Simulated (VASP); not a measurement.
# I (a cell with a defect) in VASP: single point with LDA

Aim: the single point of I (a cell with a defect) with LDA.

All numbers are computed with VASP 6.6.1; they aren't measurements. Logs are shortened: lines on timing, memory, paths and dates and some standing lists are left out, and cuts for length are marked.

## Step 1: The cell of the first run

The cell holds a defect, 15 atoms: a = 8.697 Å, b = 9.783 Å, c = 8.697 Å, α = 90.00°, β = 113.24°, γ = 90.00°.

## Step 2: Single point, LDA

Input file INCAR:

```
SYSTEM = I
PREC = Accurate
ENCUT = 520
EDIFF = 1E-7
ISMEAR = 0
SIGMA = 0.1
LREAL = Auto
LASPH = .TRUE.
NELM = 100
ALGO = Normal
ISIF = 2
LWAVE = .FALSE.
LCHARG = .FALSE.
NBANDS = 66
```

Input file KPOINTS:

```
Automatic mesh
0
G
  2 2 2
  0 0 0
```

Input file POSCAR:

```
I
1.0
   -7.2624143200      0.0000000000      4.7849893000
    0.0000000000     -9.7831136400      0.0000000000
    7.2624143200      0.0000000000      4.7849893000
I
15
Direct
    0.0352521884      0.8735418308      0.0380372127
    0.3717387093      0.6251325728      0.3720888683
    0.5817905894     -0.1656013678      0.5822525570
    0.1618515930      0.4156904591      0.1622686720
    0.0405178774      0.8745652269      0.5367812192
    0.3704516985      0.6252076001      0.8713648715
    0.3703181095      0.1255573681      0.8712234338
    0.2072778408      0.3756658805      0.7029221047
    0.5333819660      0.8750386958      0.0397246447
    0.8721756336      0.6250321958      0.3735462742
    0.8721989487      0.1246875018      0.3735482466
    0.7037547643      0.3751787146      0.2105866742
    0.8707596355      0.6250934237      0.8730923309
    0.8707336283      0.1250722464      0.8732920062
    0.7061880080      0.3766344883      0.7085215296
```

Potentials or basis: VASP PAW LDA potentials, release 64 (I).

The run is started by

```sh
cat potpaw_LDA.64/I/POTCAR > POTCAR
mpirun -np 1 vasp_std > vasp.out
```

OUTCAR:

```text
SYSTEM = I
   PREC = Accurate
   ENCUT = 520
   EDIFF = 1E-7
   ISMEAR = 0
   LREAL = Auto
   LASPH = .TRUE.
   NELM = 100
   ISIF = 2

 ion  position               nearest neighbor table
   1  0.035  0.874  0.038-  13 2.90  14 2.92
   2  0.372  0.625  0.372-   4 2.87   3 2.87
   3  0.582  0.834  0.582-   2 2.87  13 3.45
   4  0.162  0.416  0.162-   2 2.87  13 3.45
   5  0.041  0.875  0.537-  10 2.91  11 2.92
   6  0.370  0.625  0.871-   8 2.91   9 2.91
   7  0.370  0.126  0.871-   8 2.92   9 2.92
   8  0.207  0.376  0.703-   6 2.91   7 2.92
   9  0.533  0.875  0.040-   6 2.91   7 2.92
  10  0.872  0.625  0.374-   5 2.91  12 2.91
  11  0.872  0.125  0.374-   5 2.92  12 2.92
  12  0.704  0.375  0.211-  10 2.91  11 2.92
  13  0.871  0.625  0.873-  15 2.90   1 2.90   3 3.45   4 3.45
  14  0.871  0.125  0.873-   1 2.92  15 2.92
  15  0.706  0.377  0.709-  13 2.90  14 2.92

  LATTYP: Found a base centered orthorhombic cell.
 ALAT       =     9.5699786000
 B/A-ratio  =     1.5177493333
 C/A-ratio  =     1.0222712139

  Lattice vectors:

 A1 = (   7.2624143200,   0.0000000000,   4.7849893000)
 A2 = (  -7.2624143200,   0.0000000000,   4.7849893000)
 A3 = (   0.0000000000,  -9.7831136400,   0.0000000000)

Analysis of symmetry for initial positions (statically):
=====================================================================
 Subroutine PRICEL returns:
 Original cell was already a primitive cell.

 Routine SETGRP: Setting up the symmetry group for a
 base centered orthorhombic supercell.

 Subroutine GETGRP returns: Found  1 space group operations
 (whereof  1 operations were pure point group operations)
 out of a pool of  8 trial point group operations.

The static configuration has the point symmetry C_1 .

Analysis of symmetry for dynamics (positions and initial velocities):
=====================================================================
 Subroutine PRICEL returns:
 Original cell was already a primitive cell.

 Routine SETGRP: Setting up the symmetry group for a
 base centered orthorhombic supercell.

 Subroutine GETGRP returns: Found  1 space group operations
 (whereof  1 operations were pure point group operations)
 out of a pool of  8 trial point group operations.

The dynamic configuration has the point symmetry C_1 .

 Subroutine INISYM returns: Found  1 space group operations
 (whereof  1 operations are pure point group operations),
 and found     1 'primitive' translations

----------------------------------------------------------------------------------------

                                     Primitive cell

  volume of cell :     679.9376

  direct lattice vectors                    reciprocal lattice vectors
    -7.262414320  0.000000000  4.784989300    -0.068847628  0.000000000  0.104493442
     0.000000000 -9.783113640  0.000000000     0.000000000 -0.102216946  0.000000000
     7.262414320  0.000000000  4.784989300     0.068847628  0.000000000  0.104493442

  length of vectors
     8.697056074  9.783113640  8.697056074     0.125135428  0.102216946  0.125135428

  position of ions in fractional coordinates (direct lattice)
     0.035252188  0.873541831  0.038037213
     0.371738709  0.625132573  0.372088868
     0.581790589  0.834398632  0.582252557
     0.161851593  0.415690459  0.162268672
     0.040517877  0.874565227  0.536781219
     0.370451698  0.625207600  0.871364871
     0.370318109  0.125557368  0.871223434
     0.207277841  0.375665881  0.702922105
     0.533381966  0.875038696  0.039724645
     0.872175634  0.625032196  0.373546274
     0.872198949  0.124687502  0.373548247
     0.703754764  0.375178715  0.210586674
     0.870759636  0.625093424  0.873092331
     0.870733628  0.125072246  0.873292006
     0.706188008  0.376634488  0.708521530

  ion indices of the primitive-cell ions
   primitive index   ion index
                 1           1
                 2           2
                 3           3
                 4           4
                 5           5
                 6           6
                 7           7
                 8           8
                 9           9
                10          10
                11          11
                12          12
                13          13
                14          14
                15          15

----------------------------------------------------------------------------------------

 KPOINTS: Automatic mesh

Automatic generation of k-mesh.
 Grid dimensions read from file:
 generate k-points for:    2    2    2

 Generating k-lattice:

  Cartesian coordinates                     Fractional coordinates (reciprocal lattice)
    -0.034423814  0.000000000  0.052246721     0.500000000  0.000000000  0.000000000
     0.000000000 -0.051108473  0.000000000     0.000000000  0.500000000  0.000000000
     0.034423814  0.000000000  0.052246721     0.000000000  0.000000000  0.500000000

  Length of vectors
     0.062567714  0.051108473  0.062567714

  Shift w.r.t. Gamma in fractional coordinates (k-lattice)
     0.000000000  0.000000000  0.000000000

 Subroutine IBZKPT returns following result:
 ===========================================

 Found      8 irreducible k-points:

 Following reciprocal coordinates:
            Coordinates               Weight
  0.000000  0.000000  0.000000      1.000000
  0.500000  0.000000 -0.000000      1.000000
 -0.000000  0.000000  0.500000      1.000000
  0.000000  0.500000  0.000000      1.000000
  0.500000  0.500000 -0.000000      1.000000
 -0.000000  0.500000  0.500000      1.000000
  0.500000  0.000000  0.500000      1.000000
  0.500000  0.500000  0.500000      1.000000
   k-points           NKPTS =      8   k-points in BZ     NKDIM =      8   number of bands    NBANDS=     66
   number of dos      NEDOS =    301   number of ions     NIONS =     15
   total plane-waves  NPLWV = 392000
   dimension x,y,z NGX =    70 NGY =   80 NGZ =   70
   dimension x,y,z NGXF=   140 NGYF=  160 NGZF=  140
   ions per type =              15
   NGX,Y,Z   is equivalent  to a cutoff of  13.38, 13.59, 13.38 a.u.
   NGXF,Y,Z  is equivalent  to a cutoff of  26.76, 27.19, 26.76 a.u.
 SYSTEM =  I
   PREC   = accura    normal or accurate (medium, high low for compatibility)
   ISTART =      0    job   : 0-new  1-cont  2-samecut
   ICHARG =      2    charge: 1-file 2-atom 10-const
   ISPIN  =      1    spin polarized calculation?
   LNONCOLLINEAR =      F non collinear calculations
   LSORBIT =      F    spin-orbit coupling
   LASPH  =      T    aspherical Exc in radial PAW
   ENCUT  =  520.0 eV  38.22 Ry    6.18 a.u.  16.17 18.19 16.17*2*pi/ulx,y,z
   NELM   =    100;   NELMIN=  2; NELMDL= -5     # of ELM steps
   EDIFF  = 0.1E-06   stopping-criterion for ELM
   LREAL  =      T    real-space projection
   EDIFFG = 0.1E-05   stopping-criterion for IOM
   NSW    =      0    number of steps for IOM
   IBRION =     -1    ionic relax: 0-MD 1-quasi-New 2-CG
   NFREE  =      0    steps in history (QN), initial steepest desc. (CG)
   ISIF   =      2    stress and relaxation
   ISYM   =      2    0-nonsym 1-usesym 2-fastsym
   POTIM  = 0.5000    time-step for ionic-motion
   TEBEG  =    0.0;   TEEND  =   0.0 temperature during run
   PSTRESS=    0.0 pullay stress
   NELECT =     105.0000    total number of electrons
   NUPDOWN=      -1.0000    fix difference up-down
   EMIN   =  10.00;   EMAX   =-10.00  energy-range for DOS
   EFERMI =   0.00;   METHOD = LEGACY
   ISMEAR =     0;   SIGMA  =   0.10  broadening in eV -4-tet -1-fermi 0-gaus
   EFERMI_NEDOS =   21; number of points for ismear=-14 and -15
   IALGO  =     38    algorithm
   IMIX   =      4    mixing-type and parameters
     AMIX     =   0.40;   BMIX     =  1.00
     AMIX_MAG =   1.60;   BMIX_MAG =  1.00
  volume/ion in A,a.u.               =      45.33       305.90
  Fermi-wavevector in a.u.,A,eV,Ry     =   0.878311  1.659767 10.495941  0.771430
  Thomas-Fermi vector in A             =   1.998380
   LORBIT       =      0    0 simple, 1 ext, 2 COOP (PROOUT), +10 PAW based schemes
   GGA     = CA    functional components
   LHFCALC =     F    Hartree Fock is set to
   AEXX    =    0.0000 exact exchange contribution
   IVDW    =     0    specifies the selected vdW correction
   LEPSILON=     F    determine dielectric tensor
   LRPA    =     F    only Hartree local field effects (RPA)
 non-spin polarized calculation
 Gauss-broadening in eV      SIGMA  =   0.10
  energy-cutoff  :      520.00
  volume of cell :      679.94
 maximum number of plane-waves:     18342
 NGX is ok and might be reduce to    70
   NGX = 33   NGY = 37   NGZ = 33

 number of electron     104.9999999 magnetization

 Free energy of the ion-electron system (eV)
  ---------------------------------------------------
  ext. energy  EPLUGINS =         0.00000000
  ---------------------------------------------------
  free energy    TOTEN  =       -29.21340859 eV

  energy without entropy =      -29.18529129  energy(sigma->0) =      -29.19934994

 E-fermi :   2.0119     XC(G=0):  -8.0310

 val. band max:        2.0017277474   @ k =   0.5000   0.5000  -0.0000
 cond. band min:       2.0469348763   @ k =   0.0000   0.0000   0.0000
 fundamental gap:      0.0452071289
 Fermi energy:         2.0118910453

 k-point     1 :       0.0000    0.0000    0.0000
  band No.  band energies     occupation
      1     -11.7972      2.00000
      2     -11.4615      2.00000
      3     -11.2996      2.00000
      4     -10.8652      2.00000
      5     -10.6844      2.00000
      6     -10.6058      2.00000
[... 525 lines left out ...]
     63       7.9390      0.00000
     64       8.0270      0.00000
 [bands above 64 left out]

------------------------ aborting loop because EDIFF is reached ----------------------------------------

  FORCE on cell =-STRESS in cart. coord.  units (eV):
  Direction    XX          YY          ZZ          XY          YZ          ZX
  --------------------------------------------------------------------------------------
  -------------------------------------------------------------------------------------
  Total       -2.7891107     -6.8118570     -4.9915136     -0.0019870     -0.3848615      0.0056237
  in kB       -6.5721466    -16.0511820    -11.7617991     -0.0046820     -0.9068719      0.0132515
  external PRESSURE =     -11.4617092 kB  Pullay stress =       0.0000000 kB

 VOLUME and BASIS-vectors are now :
 -----------------------------------------------------------------------------
  energy-cutoff  :      520.00
  volume of cell :      679.94
      direct lattice vectors                 reciprocal lattice vectors
    -7.262414320  0.000000000  4.784989300    -0.068847628  0.000000000  0.104493442
     0.000000000 -9.783113640  0.000000000     0.000000000 -0.102216946  0.000000000
     7.262414320  0.000000000  4.784989300     0.068847628  0.000000000  0.104493442

 POSITION                                       TOTAL-FORCE (eV/Angst)
 -----------------------------------------------------------------------------------
      0.02023     -8.54596      0.35069        -0.002404      0.001760     -0.005217
      0.00254     -6.11574      3.55921        -0.000032      0.000291      0.003388
      0.00336     -8.16302      5.56993         0.002009      0.000521     -0.007151
      0.00303     -4.06675      1.55091         0.000121     -0.003034      0.002728
      3.60407     -8.55597      2.76237        -0.001848     -0.001211     -0.003432
      3.63784     -6.11648      5.94208         0.001575     -0.003074     -0.002639
      3.63778     -1.22834      5.94076         0.001382      0.004125     -0.001499
      3.59957     -3.67518      4.35530         0.001777      0.000559      0.000030
     -3.58514     -8.56060      2.74231         0.002283      0.000327     -0.005995
     -3.62125     -6.11476      5.96077        -0.000659      0.003004      0.000764
     -3.62141     -1.21983      5.96089         0.000400     -0.003002      0.001256
     -3.58159     -3.67042      4.37511         0.001592      0.000016      0.004474
      0.01694     -6.11536      8.34431        -0.003430      0.001182      0.005627
      0.01858     -1.22360      8.34514        -0.002620     -0.000418      0.004028
      0.01695     -3.68466      6.76937        -0.000147     -0.001047      0.003639
 -----------------------------------------------------------------------------------
    total drift:                               -0.005455      0.000925      0.011133

  FREE ENERGIE OF THE ION-ELECTRON SYSTEM (eV)
  ---------------------------------------------------
  free  energy   TOTEN  =       -29.2134085950 eV

  energy  without entropy=      -29.1852912885  energy(sigma->0) =      -29.19934994
```

It took 7.4 min on 1 thread of Intel Xeon Platinum 8488C (Sapphire Rapids), shared host; peak memory 0.61 GiB.

Results:

| Item | Value |
| --- | --- |
| Free energy | -29.2134 eV |
| Pressure | -1.1 GPa |
| Largest force | 0.007 eV/Å |
| Band gap on the k mesh | zero (an odd number of electrons rules out a gap without spin polarisation) |

Forces on the atoms (eV/Å):
```
I   -0.002  0.002 -0.005
I    0.000  0.000  0.003
I    0.002  0.001 -0.007
I    0.000 -0.003  0.003
I   -0.002 -0.001 -0.003
I    0.002 -0.003 -0.003
I    0.001  0.004 -0.001
I    0.002  0.001  0.000
I    0.002  0.000 -0.006
I   -0.001  0.003  0.001
I    0.000 -0.003  0.001
I    0.002  0.000  0.004
I   -0.003  0.001  0.006
I   -0.003  0.000  0.004
I    0.000 -0.001  0.004
```

Stress tensor (GPa, compression positive):
```
-0.66  0.00  0.00
 0.00 -1.61 -0.09
 0.00 -0.09 -1.18
```

Levels at points of the mesh, in eV from the Fermi level:
| k point | band 50 | band 51 | band 52 | band 53 | band 54 | band 55 | band 56 | band 57 |
| --- | --- | --- | --- | --- | --- | --- | --- | --- |
| (0.00, 0.00, 0.00) | -0.59 | -0.34 | -0.15 | 0.04 | 0.83 | 0.99 | 1.56 | 1.91 |
| (0.50, 0.00, 0.00) | -0.36 | -0.33 | -0.29 | -0.22 | 0.91 | 1.00 | 1.01 | 1.88 |
| (0.00, 0.00, 0.50) | -0.36 | -0.33 | -0.29 | -0.22 | 0.91 | 1.00 | 1.01 | 1.88 |
| (0.00, 0.50, 0.00) | -0.30 | -0.28 | -0.22 | 0.30 | 1.08 | 1.09 | 1.23 | 1.25 |
| (0.50, 0.50, 0.00) | -0.59 | -0.53 | -0.29 | -0.01 | 1.15 | 1.34 | 1.52 | 1.53 |
| (0.00, 0.50, 0.50) | -0.59 | -0.53 | -0.29 | -0.01 | 1.15 | 1.34 | 1.52 | 1.53 |
| (0.50, 0.00, 0.50) | -0.30 | -0.27 | -0.26 | -0.02 | 0.84 | 1.00 | 1.56 | 2.01 |
| (0.50, 0.50, 0.50) | -0.36 | -0.33 | -0.26 | 0.30 | 1.17 | 1.18 | 1.26 | 1.27 |

Caveat: the k points lie up to 0.39 Å⁻¹ apart, too coarse for converged energies and pressures of a metal; spin-orbit coupling is left out, which moves the levels of the heavy elements; an odd number of electrons without spin polarisation forces a metal; a magnetic or distorted state may lie lower.

The gap in the log of VASP goes by the Fermi energy; the results here count the filled bands.